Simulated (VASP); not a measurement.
# MgSn2O3 (R-3m) in VASP: notebook

Runs on MgSn2O3. Level: PBE. Tasks: single point, relaxation of cell and atoms.

All numbers are computed with VASP 6.6.1; they aren't measurements. Logs are shortened: lines on timing, memory, paths and dates and some standing lists are left out, and cuts for length are marked.

## Step 1: The cell of the first run

The structure is trigonal, space group R-3m (No. 166). Conventional cell: a = 5.905 Å, b = 5.905 Å, c = 9.058 Å, α = 90.00°, β = 90.00°, γ = 120.00°. Mg (site symmetry -3m) has 6 O at 2.28 Å and 2 Sn at 2.86 Å within 3.0 Å. Sn (site symmetry 3m) has 3 O at 2.17 Å and 1 Mg at 2.86 Å within 2.9 Å. O (site symmetry 2/m) has 2 Sn at 2.17 Å and 2 Mg at 2.28 Å and 4 O at 2.95 Å within 3.0 Å.

The cell was generated, and may not be a known phase.

## Step 2: Single point, PBE

INCAR reads:

```
ALGO = Normal ; EDIFF = 1E-7
ENCUT = 520 ; GGA = PE
ISIF = 2 ; ISMEAR = 0
LASPH = True ; LCHARG = False
LREAL = False ; LWAVE = False
NBANDS = 33 ; NELM = 80
PREC = Accurate ; SIGMA = 0.1
```

KPOINTS reads:

```
k-points
0
Gamma
  6 6 6
```

POSCAR reads:

```
MgSn2O3
1.0
    2.9523308314      1.7045290015      3.0194601432
   -2.9523308314      1.7045290015      3.0194601432
    0.0000000000     -3.4090579992      3.0194601455
Mg Sn O
1 2 3
Direct
    0.0000000000      0.0000000000      0.0000000000
    0.6844143942      0.6844143942      0.6844143942
    0.3155856058      0.3155856058      0.3155856058
    0.0000000000      0.5000000000      0.0000000000
    0.5000000000      0.0000000000      0.0000000000
    0.0000000000      0.0000000000      0.5000000000
```

Potentials or basis: VASP PAW PBE potentials, release 64 (Mg, Sn_d, O).

On the command line:

```bash
$ cat potpaw_PBE.64/Mg/POTCAR potpaw_PBE.64/Sn_d/POTCAR potpaw_PBE.64/O/POTCAR > POTCAR
$ mpirun -np 1 vasp_std > vasp.out
```

OUTCAR:

```text
EDIFF = 1E-7
   ENCUT = 520
   GGA = PE
   ISIF = 2
   ISMEAR = 0
   LASPH = True
   LREAL = False
   NELM = 80
   PREC = Accurate

 ion  position               nearest neighbor table
   1  0.000  0.000  0.000-   4 2.28   5 2.28   4 2.28   5 2.28   6 2.28   6 2.28   2 2.86   3 2.86
                             3 3.41   2 3.41   3 3.41   2 3.41   3 3.41   2 3.41
   2  0.684  0.684  0.684-   6 2.17   5 2.17   4 2.17   1 2.86   3 3.34   1 3.41   1 3.41   1 3.41
                             3 3.42   3 3.42   3 3.42
   3  0.316  0.316  0.316-   6 2.17   5 2.17   4 2.17   1 2.86   2 3.34   1 3.41   1 3.41   1 3.41
                             2 3.42   2 3.42   2 3.42
   4  0.000  0.500  0.000-   2 2.17   3 2.17   1 2.28   1 2.28
   5  0.500  0.000  0.000-   2 2.17   3 2.17   1 2.28   1 2.28
   6  0.000  0.000  0.500-   2 2.17   3 2.17   1 2.28   1 2.28

  LATTYP: Found a trigonal (rhomboedric) cell.
 ALAT       =     4.5539890219
 COS(alpha) =     0.1594257519

  Lattice vectors:

 A1 = (   2.9523308314,   1.7045290015,   3.0194601432)
 A2 = (  -2.9523308314,   1.7045290015,   3.0194601432)
 A3 = (   0.0000000000,  -3.4090579992,   3.0194601455)

Analysis of symmetry for initial positions (statically):
=====================================================================
 Subroutine PRICEL returns:
 Original cell was already a primitive cell.

 Routine SETGRP: Setting up the symmetry group for a
 trigonal (rhombohedral) supercell.

 Subroutine GETGRP returns: Found 12 space group operations
 (whereof 12 operations were pure point group operations)
 out of a pool of 12 trial point group operations.

The static configuration has the point symmetry D_3d.

Analysis of symmetry for dynamics (positions and initial velocities):
=====================================================================
 Subroutine PRICEL returns:
 Original cell was already a primitive cell.

 Routine SETGRP: Setting up the symmetry group for a
 trigonal (rhombohedral) supercell.

 Subroutine GETGRP returns: Found 12 space group operations
 (whereof 12 operations were pure point group operations)
 out of a pool of 12 trial point group operations.

The dynamic configuration has the point symmetry D_3d.

 Subroutine INISYM returns: Found 12 space group operations
 (whereof 12 operations are pure point group operations),
 and found     1 'primitive' translations

----------------------------------------------------------------------------------------

                                     Primitive cell

  volume of cell :      91.1696

  direct lattice vectors                    reciprocal lattice vectors
     2.952330831  1.704529002  3.019460143     0.169357714  0.097778722  0.110395010
    -2.952330831  1.704529002  3.019460143    -0.169357714  0.097778722  0.110395010
     0.000000000 -3.409057999  3.019460146     0.000000000 -0.195557443  0.110395010

  length of vectors
     4.553989022  4.553989022  4.553989022     0.224565741  0.224565741  0.224565741

  position of ions in fractional coordinates (direct lattice)
     0.000000000  0.000000000  0.000000000
     0.684414394  0.684414394  0.684414394
     0.315585606  0.315585606  0.315585606
     0.000000000  0.500000000  1.000000000
     0.500000000  0.000000000  1.000000000
     0.000000000  0.000000000  0.500000000

  ion indices of the primitive-cell ions
   primitive index   ion index
                 1           1
                 2           2
                 3           3
                 4           4
                 5           5
                 6           6

----------------------------------------------------------------------------------------

 KPOINTS: k-points

Automatic generation of k-mesh.
 Grid dimensions read from file:
 generate k-points for:    6    6    6

 Generating k-lattice:

  Cartesian coordinates                     Fractional coordinates (reciprocal lattice)
     0.028226286  0.016296454  0.018399168     0.166666667  0.000000000  0.000000000
    -0.028226286  0.016296454  0.018399168     0.000000000  0.166666667  0.000000000
     0.000000000 -0.032592907  0.018399168    -0.000000000 -0.000000000  0.166666667

  Length of vectors
     0.037427623  0.037427623  0.037427623

  Shift w.r.t. Gamma in fractional coordinates (k-lattice)
     0.000000000  0.000000000  0.000000000

 Subroutine IBZKPT returns following result:
 ===========================================

 Found     32 irreducible k-points:

 Following reciprocal coordinates:
            Coordinates               Weight
  0.000000  0.000000  0.000000      1.000000
  0.166667  0.000000 -0.000000      6.000000
  0.333333  0.000000 -0.000000      6.000000
  0.500000  0.000000 -0.000000      3.000000
  0.166667  0.166667 -0.000000      6.000000
  0.333333  0.166667 -0.000000     12.000000
[... 16 lines left out ...]
  0.500000  0.500000  0.166667      6.000000
 -0.333333  0.500000  0.166667     12.000000
 [... further k-points ...]
   k-points           NKPTS =     32   k-points in BZ     NKDIM =     32   number of bands    NBANDS=     33
   number of dos      NEDOS =    301   number of ions     NIONS =      6
   total plane-waves  NPLWV =  46656
   dimension x,y,z NGX =    36 NGY =   36 NGZ =   36
   dimension x,y,z NGXF=    72 NGYF=   72 NGZF=   72
   ions per type =               1   2   3
   NGX,Y,Z   is equivalent  to a cutoff of  13.14, 13.14, 13.14 a.u.
   NGXF,Y,Z  is equivalent  to a cutoff of  26.28, 26.28, 26.28 a.u.
 SYSTEM =  unknown system
   PREC   = accura    normal or accurate (medium, high low for compatibility)
   ISTART =      0    job   : 0-new  1-cont  2-samecut
   ICHARG =      2    charge: 1-file 2-atom 10-const
   ISPIN  =      1    spin polarized calculation?
   LNONCOLLINEAR =      F non collinear calculations
   LSORBIT =      F    spin-orbit coupling
   LASPH  =      T    aspherical Exc in radial PAW
   ENCUT  =  520.0 eV  38.22 Ry    6.18 a.u.   8.47  8.47  8.47*2*pi/ulx,y,z
   NELM   =     80;   NELMIN=  2; NELMDL= -5     # of ELM steps
   EDIFF  = 0.1E-06   stopping-criterion for ELM
   LREAL  =      F    real-space projection
   EDIFFG = 0.1E-05   stopping-criterion for IOM
   NSW    =      0    number of steps for IOM
   IBRION =     -1    ionic relax: 0-MD 1-quasi-New 2-CG
   NFREE  =      0    steps in history (QN), initial steepest desc. (CG)
   ISIF   =      2    stress and relaxation
   ISYM   =      2    0-nonsym 1-usesym 2-fastsym
   POTIM  = 0.5000    time-step for ionic-motion
   TEBEG  =    0.0;   TEEND  =   0.0 temperature during run
   PSTRESS=    0.0 pullay stress
   NELECT =      48.0000    total number of electrons
   NUPDOWN=      -1.0000    fix difference up-down
   EMIN   =  10.00;   EMAX   =-10.00  energy-range for DOS
   EFERMI =   0.00;   METHOD = LEGACY
   ISMEAR =     0;   SIGMA  =   0.10  broadening in eV -4-tet -1-fermi 0-gaus
   EFERMI_NEDOS =   21; number of points for ismear=-14 and -15
   IALGO  =     38    algorithm
   IMIX   =      4    mixing-type and parameters
     AMIX     =   0.40;   BMIX     =  1.00
     AMIX_MAG =   1.60;   BMIX_MAG =  1.00
  volume/ion in A,a.u.               =      15.19       102.54
  Fermi-wavevector in a.u.,A,eV,Ry     =   1.321920  2.498067 23.775815  1.747473
  Thomas-Fermi vector in A             =   2.451639
   LORBIT       =      0    0 simple, 1 ext, 2 COOP (PROOUT), +10 PAW based schemes
   GGA     = PE    functional components
   LHFCALC =     F    Hartree Fock is set to
   AEXX    =    0.0000 exact exchange contribution
   IVDW    =     0    specifies the selected vdW correction
   LEPSILON=     F    determine dielectric tensor
   LRPA    =     F    only Hartree local field effects (RPA)
 non-spin polarized calculation
 Gauss-broadening in eV      SIGMA  =   0.10
  energy-cutoff  :      520.00
  volume of cell :       91.17
 maximum number of plane-waves:      2472
 NGX is ok and might be reduce to    36
   NGX = 17   NGY = 17   NGZ = 17

 number of electron      47.9999985 magnetization

 Free energy of the ion-electron system (eV)
  ---------------------------------------------------
  ext. energy  EPLUGINS =         0.00000000
  ---------------------------------------------------
  free energy    TOTEN  =       -32.88182576 eV

  energy without entropy =      -32.88177531  energy(sigma->0) =      -32.88180054

 E-fermi :   6.9910     XC(G=0): -10.3953

 val. band max:        6.8366255263   @ k =   0.0000   0.0000   0.0000
 cond. band min:       7.1638353512   @ k =   0.0000   0.0000   0.0000
 fundamental gap:      0.3272098249
 Fermi energy:         6.9909964966

 k-point     1 :       0.0000    0.0000    0.0000
  band No.  band energies     occupation
      1     -15.2482      2.00000
      2     -15.2482      2.00000
      3     -15.0441      2.00000
      4     -15.0441      2.00000
      5     -15.0260      2.00000
      6     -15.0083      2.00000
[... 25 lines left out ...]
     32      15.4602      0.00000
     33      15.5481      0.00000

 k-point     2 :       0.1667    0.0000   -0.0000
  band No.  band energies     occupation
      1     -15.2553      2.00000
      2     -15.2386      2.00000
      3     -15.0687      2.00000
      4     -15.0599      2.00000
      5     -15.0191      2.00000
      6     -15.0044      2.00000
[... 25 lines left out ...]
     32      15.3475      0.00000
     33      15.5300      0.00000

 k-point     3 :       0.3333    0.0000   -0.0000
  band No.  band energies     occupation
      1     -15.2695      2.00000
      2     -15.2118      2.00000
      3     -15.1124      2.00000
      4     -15.0814      2.00000
      5     -15.0154      2.00000
      6     -15.0001      2.00000
[... 25 lines left out ...]
     32      15.1670      0.00000
     33      15.2913      0.00000

 k-point     4 :       0.5000    0.0000   -0.0000
  band No.  band energies     occupation
      1     -15.2765      2.00000
      2     -15.1843      2.00000
      3     -15.1468      2.00000
      4     -15.0898      2.00000
      5     -15.0146      2.00000
      6     -14.9984      2.00000
[... 25 lines left out ...]
     32      15.1784      0.00000
     33      15.3011      0.00000

 k-point     5 :       0.1667    0.1667   -0.0000
  band No.  band energies     occupation
      1     -15.2550      2.00000
      2     -15.2502      2.00000
      3     -15.0809      2.00000
      4     -15.0390      2.00000
      5     -15.0201      2.00000
      6     -15.0038      2.00000
[... 604 lines left out ...]
 k-point    22 :      -0.1667    0.3333    0.1667
  band No.  band energies     occupation
      1     -15.2637      2.00000
      2     -15.2096      2.00000
      3     -15.1484      2.00000
      4     -15.0589      2.00000
      5     -15.0160      2.00000
      6     -14.9982      2.00000
[... 25 lines left out ...]
     32      14.8492      0.00000
     33      15.6946      0.00000

 k-point    23 :       0.5000    0.5000    0.1667
  band No.  band energies     occupation
      1     -15.2740      2.00000
      2     -15.2452      2.00000
      3     -15.1224      2.00000
      4     -15.0419      2.00000
      5     -15.0098      2.00000
      6     -14.9947      2.00000
[... 25 lines left out ...]
     32      14.4349      0.00000
     33      14.9985      0.00000

 k-point    24 :      -0.3333    0.5000    0.1667
  band No.  band energies     occupation
      1     -15.2697      2.00000
      2     -15.2268      2.00000
      3     -15.1400      2.00000
      4     -15.0506      2.00000
      5     -15.0140      2.00000
      6     -14.9988      2.00000
[... 25 lines left out ...]
     32      14.7231      0.00000
     33      15.3724      0.00000

 [... further k-points ...]

------------------------ aborting loop because EDIFF is reached ----------------------------------------

  FORCE on cell =-STRESS in cart. coord.  units (eV):
  Direction    XX          YY          ZZ          XY          YZ          ZX
  --------------------------------------------------------------------------------------
  -------------------------------------------------------------------------------------
  Total       -0.0799443     -0.0799443      0.0514982      0.0000000      0.0000000      0.0000000
  in kB       -1.4049095     -1.4049095      0.9050089      0.0000000      0.0000000      0.0000000
  external PRESSURE =      -0.6349367 kB  Pullay stress =       0.0000000 kB

 VOLUME and BASIS-vectors are now :
 -----------------------------------------------------------------------------
  energy-cutoff  :      520.00
  volume of cell :       91.17
      direct lattice vectors                 reciprocal lattice vectors
     2.952330831  1.704529002  3.019460143     0.169357714  0.097778722  0.110395010
    -2.952330831  1.704529002  3.019460143    -0.169357714  0.097778722  0.110395010
     0.000000000 -3.409057999  3.019460146     0.000000000 -0.195557443  0.110395010

 POSITION                                       TOTAL-FORCE (eV/Angst)
 -----------------------------------------------------------------------------------
      0.00000      0.00000      0.00000         0.000000      0.000000     -0.000000
      0.00000      0.00000      6.19969         0.000000     -0.000000     -0.065447
      0.00000      0.00000      2.85869         0.000000      0.000000      0.065447
     -1.47617      0.85226      1.50973        -0.000000      0.000000     -0.000000
      1.47617      0.85226      1.50973         0.000000      0.000000     -0.000000
      0.00000     -1.70453      1.50973        -0.000000      0.000000     -0.000000
 -----------------------------------------------------------------------------------
    total drift:                               -0.000000     -0.000000      0.000000

  FREE ENERGIE OF THE ION-ELECTRON SYSTEM (eV)
  ---------------------------------------------------
  free  energy   TOTEN  =       -32.8818257560 eV

  energy  without entropy=      -32.8817753149  energy(sigma->0) =      -32.88180054
```

It took 52 s on 1 thread of AMD EPYC 9R45 (Zen 5), shared host; peak memory 0.22 GiB.

Results:

* Free energy: -32.8818 eV
* Pressure: -0.1 GPa
* Largest force: 0.065 eV/Å
* Band gap on the k mesh: 0.33 eV

Forces in eV/Å, atoms in the order of the input:
```
Mg   0.000  0.000  0.000
Sn   0.000  0.000 -0.065
Sn   0.000  0.000  0.065
O    0.000  0.000  0.000
O    0.000  0.000  0.000
O    0.000  0.000  0.000
```

Caveat: semilocal functionals underestimate gaps, and a narrow one can read as zero; spin-orbit coupling is left out, which moves the levels of the heavy elements. A k mesh can miss the band edges.

## Step 3: Single point, PBE

This run uses another cell than the first one, of 15.96 Å³/atom.

INCAR reads:

```
PREC = Accurate
ENCUT = 520
EDIFF = 1E-7
ISMEAR = 0
SIGMA = 0.1
LREAL = False
LASPH = True
NELM = 80
ALGO = Normal
ISIF = 2
LWAVE = False
LCHARG = True
GGA = PE
LELF = True
LVHAR = True
NBANDS = 33
```

KPOINTS reads:

```
Automatic mesh
0
Gamma
  6 6 6
```

POSCAR reads:

```
MgSn2O3
1.0
    2.6738135200      1.5437269600      3.8668891900
   -2.6738135200      1.5437269600      3.8668891900
    0.0000000000     -3.0874539100      3.8668891900
Mg Sn O
1 2 3
Direct
    0.0000000000      0.0000000000      0.0000000000
    0.6292209600      0.6292209600      0.6292209600
    0.3707790400      0.3707790400      0.3707790400
    0.0000000000      0.5000000000      0.0000000000
    0.5000000000      0.0000000000      0.0000000000
    0.0000000000      0.0000000000      0.5000000000
```

Potentials or basis: VASP PAW PBE potentials, release 64 (Mg, Sn_d, O).

On the command line:

```bash
$ cat potpaw_PBE.64/Mg/POTCAR potpaw_PBE.64/Sn_d/POTCAR potpaw_PBE.64/O/POTCAR > POTCAR
$ mpirun -np 1 vasp_std > vasp.out
```

It took 79 s on 1 thread of AMD EPYC 9R45 (Zen 5), shared host; peak memory 0.25 GiB.

Results (log left out):

- Free energy: -25.2805 eV
- Pressure: -9.2 GPa
- Largest force: 0.916 eV/Å
- Band gap on the k mesh: zero (bands 24 and 25 overlap by 0.38 eV)

Forces on the atoms (eV/Å):
```
Mg   0.000  0.000  0.000
Sn   0.000  0.000  0.916
Sn   0.000  0.000 -0.916
O    0.000  0.000  0.000
O    0.000  0.000  0.000
O    0.000  0.000  0.000
```

Stress tensor (GPa, compression positive):
```
  4.69   0.00   0.00
  0.00   4.69   0.00
  0.00   0.00 -36.88
```

Levels at points of the mesh, in eV from the Fermi level:
| k point | band 21 | band 22 | band 23 | band 24 | band 25 | band 26 | band 27 | band 28 |
| --- | --- | --- | --- | --- | --- | --- | --- | --- |
| (0.00, 0.00, 0.00) | -2.30 | -0.74 | -0.74 | -0.47 | -0.27 | 0.05 | 0.05 | 3.25 |
| (0.50, 0.00, 0.00) | -1.61 | -1.60 | -0.97 | 0.00 | 0.10 | 0.88 | 1.16 | 4.11 |
| (0.50, 0.50, 0.00) | -1.53 | -1.19 | -1.19 | 0.01 | 0.29 | 1.33 | 2.14 | 2.67 |
| (0.50, 0.50, 0.50) | -1.02 | -0.41 | 0.10 | 0.10 | 0.99 | 1.47 | 1.47 | 1.57 |

Caveat: the stress differs along the axes, from -37 to 5 GPa; semilocal functionals underestimate gaps, and a narrow one can read as zero; spin-orbit coupling is left out, which moves the levels of the heavy elements.

(Part 1 of 2 ends here.)
